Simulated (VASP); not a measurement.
# RbBr (Fm-3m) in VASP: further runs

RbBr is run at these levels: r2SCAN, PBE, HSE06, PBE0; tasks: single point.

Everything below comes from runs of VASP 6.6.1. Logs are shortened: lines on timing, memory, paths and dates and some standing lists are left out, and cuts for length are marked.

## 1. The cell of the first run

The structure is cubic, space group Fm-3m (No. 225). The conventional cell has a = 6.922 Å, b = 6.922 Å, c = 6.922 Å, α = 90.00°, β = 90.00°, γ = 90.00°. Rb (site symmetry m-3m) has 6 Br at 3.46 Å within 4.5 Å. Within 4.5 Å of Br (site symmetry m-3m) lie 6 Rb at 3.46 Å.

## 2. Single point, r2SCAN

File POSCAR:

```
RbBr
1.0
    0.0000000000      3.4608261569      3.4608261569
    3.4608261569      0.0000000000      3.4608261569
    3.4608261569      3.4608261569      0.0000000000
Rb Br
1 1
Direct
    0.0000000000      0.0000000000      0.0000000000
    0.5000000000      0.5000000000      0.5000000000
```

File INCAR.step1:

```
SYSTEM = RbBr
  ALGO = Normal
  EDIFF = 1E-4
  ENCUT = 520
  GGA = PE
  ISMEAR = 0
  LASPH = .TRUE.
  LCHARG = .FALSE.
  LREAL = .FALSE.
  LWAVE = .TRUE.
  NBANDS = 15
  NELM = 100
  PREC = Accurate
  SIGMA = 0.01
```

File INCAR.step2:

```
SYSTEM = RbBr
  ALGO = Normal
  EDIFF = 1E-7
  ENCUT = 520
  ISIF = 2
  ISMEAR = 0
  ISTART = 1
  LASPH = .TRUE.
  LCHARG = .TRUE.
  LELF = .TRUE.
  LMIXTAU = .TRUE.
  LREAL = .FALSE.
  LVHAR = .TRUE.
  LWAVE = .FALSE.
  METAGGA = R2SCAN
  NBANDS = 15
  NELM = 100
  PREC = Accurate
  SIGMA = 0.01
```

File KPOINTS:

```
k-points
0
G
  4 4 4
  0 0 0
```

Potentials or basis: VASP PAW PBE potentials, release 64 (Rb_sv, Br).

The run is started by

```bash
> cat potpaw_PBE.64/Rb_sv/POTCAR potpaw_PBE.64/Br/POTCAR > POTCAR
> cp INCAR.step1 INCAR
> mpirun -np 1 vasp_std > vasp.out
> cp INCAR.step2 INCAR
> mpirun -np 1 vasp_std > vasp.out
```

OUTCAR:

```text
SYSTEM = RbBr
   EDIFF = 1E-7
   ENCUT = 520
   ISIF = 2
   ISMEAR = 0
   ISTART = 1
   LASPH = .TRUE.
   LREAL = .FALSE.
   METAGGA = R2SCAN
   NELM = 100
   PREC = Accurate

 ion  position               nearest neighbor table
   1  0.000  0.000  0.000-   2 3.46   2 3.46   2 3.46   2 3.46   2 3.46   2 3.46
   2  0.500  0.500  0.500-   1 3.46   1 3.46   1 3.46   1 3.46   1 3.46   1 3.46

  LATTYP: Found a face centered cubic cell.
 ALAT       =     6.9216523138

  Lattice vectors:

 A1 = (   0.0000000000,   3.4608261569,   3.4608261569)
 A2 = (   3.4608261569,   0.0000000000,   3.4608261569)
 A3 = (   3.4608261569,   3.4608261569,   0.0000000000)

Analysis of symmetry for initial positions (statically):
=====================================================================
 Subroutine PRICEL returns:
 Original cell was already a primitive cell.

 Routine SETGRP: Setting up the symmetry group for a
 face centered cubic supercell.

 Subroutine GETGRP returns: Found 48 space group operations
 (whereof 48 operations were pure point group operations)
 out of a pool of 48 trial point group operations.

The static configuration has the point symmetry O_h .

Analysis of symmetry for dynamics (positions and initial velocities):
=====================================================================
 Subroutine PRICEL returns:
 Original cell was already a primitive cell.

 Routine SETGRP: Setting up the symmetry group for a
 face centered cubic supercell.

 Subroutine GETGRP returns: Found 48 space group operations
 (whereof 48 operations were pure point group operations)
 out of a pool of 48 trial point group operations.

The dynamic configuration has the point symmetry O_h .

 Subroutine INISYM returns: Found 48 space group operations
 (whereof 48 operations are pure point group operations),
 and found     1 'primitive' translations

----------------------------------------------------------------------------------------

                                     Primitive cell

  volume of cell :      82.9028

  direct lattice vectors                    reciprocal lattice vectors
     0.000000000  3.460826157  3.460826157    -0.144474174  0.144474174  0.144474174
     3.460826157  0.000000000  3.460826157     0.144474174 -0.144474174  0.144474174
     3.460826157  3.460826157  0.000000000     0.144474174  0.144474174 -0.144474174

  length of vectors
     4.894347288  4.894347288  4.894347288     0.250236610  0.250236610  0.250236610

  position of ions in fractional coordinates (direct lattice)
     0.000000000  0.000000000  0.000000000
     0.500000000  0.500000000  0.500000000

  ion indices of the primitive-cell ions
   primitive index   ion index
                 1           1
                 2           2

----------------------------------------------------------------------------------------

 KPOINTS: k-points

Automatic generation of k-mesh.
 Grid dimensions read from file:
 generate k-points for:    4    4    4

 Generating k-lattice:

  Cartesian coordinates                     Fractional coordinates (reciprocal lattice)
    -0.036118543  0.036118543  0.036118543     0.250000000  0.000000000  0.000000000
     0.036118543 -0.036118543  0.036118543     0.000000000  0.250000000  0.000000000
     0.036118543  0.036118543 -0.036118543     0.000000000  0.000000000  0.250000000

  Length of vectors
     0.062559152  0.062559152  0.062559152

  Shift w.r.t. Gamma in fractional coordinates (k-lattice)
     0.000000000  0.000000000  0.000000000

 Subroutine IBZKPT returns following result:
 ===========================================

 Found      8 irreducible k-points:

 Following reciprocal coordinates:
            Coordinates               Weight
  0.000000  0.000000  0.000000      1.000000
  0.250000  0.000000  0.000000      8.000000
  0.500000  0.000000  0.000000      4.000000
  0.250000  0.250000  0.000000      6.000000
  0.500000  0.250000  0.000000     24.000000
 -0.250000  0.250000  0.000000     12.000000
  0.500000  0.500000  0.000000      3.000000
 -0.250000  0.500000  0.250000      6.000000
   k-points           NKPTS =      8   k-points in BZ     NKDIM =      8   number of bands    NBANDS=     15
   number of dos      NEDOS =    301   number of ions     NIONS =      2
   total plane-waves  NPLWV =  46656
   dimension x,y,z NGX =    36 NGY =   36 NGZ =   36
   dimension x,y,z NGXF=    72 NGYF=   72 NGZF=   72
   ions per type =               1   1
   NGX,Y,Z   is equivalent  to a cutoff of  12.23, 12.23, 12.23 a.u.
   NGXF,Y,Z  is equivalent  to a cutoff of  24.46, 24.46, 24.46 a.u.
 SYSTEM =  RbBr
   PREC   = accura    normal or accurate (medium, high low for compatibility)
   ISTART =      1    job   : 0-new  1-cont  2-samecut
   ICHARG =      0    charge: 1-file 2-atom 10-const
   ISPIN  =      1    spin polarized calculation?
   LNONCOLLINEAR =      F non collinear calculations
   LSORBIT =      F    spin-orbit coupling
   LASPH  =      T    aspherical Exc in radial PAW
   ENCUT  =  520.0 eV  38.22 Ry    6.18 a.u.   9.10  9.10  9.10*2*pi/ulx,y,z
   NELM   =    100;   NELMIN=  2; NELMDL=  0     # of ELM steps
   EDIFF  = 0.1E-06   stopping-criterion for ELM
   LREAL  =      F    real-space projection
   EDIFFG = 0.1E-05   stopping-criterion for IOM
   NSW    =      0    number of steps for IOM
   IBRION =     -1    ionic relax: 0-MD 1-quasi-New 2-CG
   NFREE  =      0    steps in history (QN), initial steepest desc. (CG)
   ISIF   =      2    stress and relaxation
   ISYM   =      2    0-nonsym 1-usesym 2-fastsym
   POTIM  = 0.5000    time-step for ionic-motion
   TEBEG  =    0.0;   TEEND  =   0.0 temperature during run
   PSTRESS=    0.0 pullay stress
   NELECT =      16.0000    total number of electrons
   NUPDOWN=      -1.0000    fix difference up-down
   EMIN   =  10.00;   EMAX   =-10.00  energy-range for DOS
   EFERMI =   0.00;   METHOD = LEGACY
   ISMEAR =     0;   SIGMA  =   0.01  broadening in eV -4-tet -1-fermi 0-gaus
   EFERMI_NEDOS =   21; number of points for ismear=-14 and -15
   IALGO  =     38    algorithm
   IMIX   =      4    mixing-type and parameters
     AMIX     =   0.40;   BMIX     =  1.00
     AMIX_MAG =   1.60;   BMIX_MAG =  1.00
  volume/ion in A,a.u.               =      41.45       279.73
  Fermi-wavevector in a.u.,A,eV,Ry     =   0.946074  1.787820 12.177973  0.895056
  Thomas-Fermi vector in A             =   2.074037
   LORBIT       =      0    0 simple, 1 ext, 2 COOP (PROOUT), +10 PAW based schemes
   METAGGA = R2SCAN    functional components
   LHFCALC =     F    Hartree Fock is set to
   AEXX    =    0.0000 exact exchange contribution
   IVDW    =     0    specifies the selected vdW correction
   LEPSILON=     F    determine dielectric tensor
   LRPA    =     F    only Hartree local field effects (RPA)
 non-spin polarized calculation
 Gauss-broadening in eV      SIGMA  =   0.01
  energy-cutoff  :      520.00
  volume of cell :       82.90
 maximum number of plane-waves:      2252
   NGX = 19   NGY = 19   NGZ = 19

 number of electron      15.9999997 magnetization

 Free energy of the ion-electron system (eV)
  ---------------------------------------------------
  ext. energy  EPLUGINS =         0.00000000
  ---------------------------------------------------
  free energy    TOTEN  =       -31.15551872 eV

  energy without entropy =      -31.15551872  energy(sigma->0) =      -31.15551872

 E-fermi :  -2.1781     XC(G=0):  -7.5051

 val. band max:       -2.2664609689   @ k =   0.0000   0.0000   0.0000
 cond. band min:       2.6261491768   @ k =   0.0000   0.0000   0.0000
 fundamental gap:      4.8926101457
 Fermi energy:        -2.1780990470

 k-point     1 :       0.0000    0.0000    0.0000
  band No.  band energies     occupation
      1     -27.4852      2.00000
      2     -14.8505      2.00000
      3     -11.0121      2.00000
      4     -11.0121      2.00000
      5     -11.0121      2.00000
      6      -2.2665      2.00000
      7      -2.2665      2.00000
      8      -2.2665      2.00000
      9       2.6261      0.00000
     10       5.6077      0.00000
     11       5.6077      0.00000
     12       5.6077      0.00000
     13       6.6559      0.00000
     14       6.6559      0.00000
     15       8.9985      0.00000

 k-point     2 :       0.2500    0.0000    0.0000
  band No.  band energies     occupation
      1     -27.4810      2.00000
      2     -14.8683      2.00000
      3     -11.0151      2.00000
      4     -11.0151      2.00000
      5     -10.9894      2.00000
      6      -2.7815      2.00000
      7      -2.4339      2.00000
      8      -2.4339      2.00000
      9       3.8464      0.00000
     10       5.3806      0.00000
     11       6.3390      0.00000
     12       6.3390      0.00000
     13       7.5070      0.00000
     14       7.5070      0.00000
     15      10.7286      0.00000

 k-point     3 :       0.5000    0.0000    0.0000
  band No.  band energies     occupation
      1     -27.4769      2.00000
      2     -14.8859      2.00000
      3     -11.0182      2.00000
      4     -11.0182      2.00000
      5     -10.9669      2.00000
      6      -3.1878      2.00000
      7      -2.5894      2.00000
      8      -2.5894      2.00000
      9       4.9489      0.00000
     10       5.9075      0.00000
     11       7.8687      0.00000
     12       7.8687      0.00000
     13       8.4955      0.00000
     14       8.4955      0.00000
     15       9.4005      0.00000

 k-point     4 :       0.2500    0.2500    0.0000
  band No.  band energies     occupation
      1     -27.4797      2.00000
      2     -14.8500      2.00000
      3     -11.0436      2.00000
      4     -11.0436      2.00000
      5     -11.0095      2.00000
      6      -2.8273      2.00000
      7      -2.3628      2.00000
      8      -2.3628      2.00000
      9       3.9866      0.00000
     10       4.4853      0.00000
     11       7.0991      0.00000
     12       7.0991      0.00000
     13       7.1191      0.00000
     14       7.9685      0.00000
     15      10.5076      0.00000

 k-point     5 :       0.5000    0.2500    0.0000
  band No.  band energies     occupation
      1     -27.4757      2.00000
      2     -14.8430      2.00000
      3     -11.0899      2.00000
      4     -11.0472      2.00000
      5     -11.0279      2.00000
      6      -2.8927      2.00000
      7      -2.5985      2.00000
      8      -2.5075      2.00000
      9       4.6588      0.00000
     10       5.5585      0.00000
     11       7.3478      0.00000
     12       7.7326      0.00000
     13       8.1371      0.00000
     14       8.5235      0.00000
     15       9.2872      0.00000

 k-point     6 :      -0.2500    0.2500    0.0000
  band No.  band energies     occupation
      1     -27.4770      2.00000
      2     -14.8615      2.00000
      3     -11.0837      2.00000
      4     -11.0187      2.00000
      5     -10.9844      2.00000
      6      -2.9868      2.00000
      7      -2.5749      2.00000
      8      -2.5091      2.00000
      9       4.9577      0.00000
     10       5.3599      0.00000
     11       6.9850      0.00000
     12       7.1504      0.00000
     13       7.7977      0.00000
     14       9.1105      0.00000
     15       9.4417      0.00000

 k-point     7 :       0.5000    0.5000    0.0000
  band No.  band energies     occupation
      1     -27.4746      2.00000
      2     -14.7990      2.00000
      3     -11.1730      2.00000
      4     -11.0758      2.00000
      5     -11.0758      2.00000
      6      -2.7389      2.00000
      7      -2.4249      2.00000
      8      -2.4249      2.00000
      9       3.8257      0.00000
     10       5.5697      0.00000
     11       7.2988      0.00000
     12       7.7297      0.00000
     13       7.9643      0.00000
     14       9.2253      0.00000
     15       9.2253      0.00000

 k-point     8 :      -0.2500    0.5000    0.2500
  band No.  band energies     occupation
      1     -27.4744      2.00000
      2     -14.8237      2.00000
      3     -11.1242      2.00000
      4     -11.1242      2.00000
      5     -10.9944      2.00000
      6      -2.7188      2.00000
      7      -2.6103      2.00000
      8      -2.6103      2.00000
      9       5.2763      0.00000
     10       5.2763      0.00000
     11       6.7540      0.00000
     12       7.0419      0.00000
     13       9.2722      0.00000
     14       9.4246      0.00000
     15       9.4403      0.00000

------------------------ aborting loop because EDIFF is reached ----------------------------------------

  FORCE on cell =-STRESS in cart. coord.  units (eV):
  Direction    XX          YY          ZZ          XY          YZ          ZX
  --------------------------------------------------------------------------------------
  -------------------------------------------------------------------------------------
  Total        0.0222909      0.0222909      0.0222909     -0.0000000      0.0000000      0.0000000
  in kB        0.4307934      0.4307934      0.4307934     -0.0000000      0.0000000      0.0000000
  external PRESSURE =       0.4307934 kB  Pullay stress =       0.0000000 kB

 VOLUME and BASIS-vectors are now :
 -----------------------------------------------------------------------------
  energy-cutoff  :      520.00
  volume of cell :       82.90
      direct lattice vectors                 reciprocal lattice vectors
     0.000000000  3.460826157  3.460826157    -0.144474174  0.144474174  0.144474174
     3.460826157  0.000000000  3.460826157     0.144474174 -0.144474174  0.144474174
     3.460826157  3.460826157  0.000000000     0.144474174  0.144474174 -0.144474174

 POSITION                                       TOTAL-FORCE (eV/Angst)
 -----------------------------------------------------------------------------------
      0.00000      0.00000      0.00000         0.000000     -0.000000     -0.000000
      3.46083      3.46083      3.46083        -0.000000      0.000000      0.000000
 -----------------------------------------------------------------------------------
    total drift:                                0.000000      0.000000      0.000000

  FREE ENERGIE OF THE ION-ELECTRON SYSTEM (eV)
  ---------------------------------------------------
  free  energy   TOTEN  =       -31.1555187186 eV

  energy  without entropy=      -31.1555187186  energy(sigma->0) =      -31.15551872
```

It took 1.7 min on 1 thread of Intel Xeon 8259CL, shared host; peak memory 0.22 GiB.

What came out:

```yaml
Free_energy: -31.1555 eV
Pressure: 0.0 GPa
Band_gap_on_the_k_mesh: 4.89 eV
```

Levels at points of the mesh, in eV from the valence-band top:
```
           k point  band 6  band 7  band 8  band 9  band 10  band 11
(0.00, 0.00, 0.00)    0.00    0.00    0.00    4.89     7.87     7.87
(0.50, 0.00, 0.00)   -0.92   -0.32   -0.32    7.22     8.17    10.14
(0.50, 0.50, 0.00)   -0.47   -0.16   -0.16    6.09     7.84     9.57
```

Caveat: the PAW data sets were made with another functional, which shifts forces and pressure a little.

(Continued in part 2 of 2.)
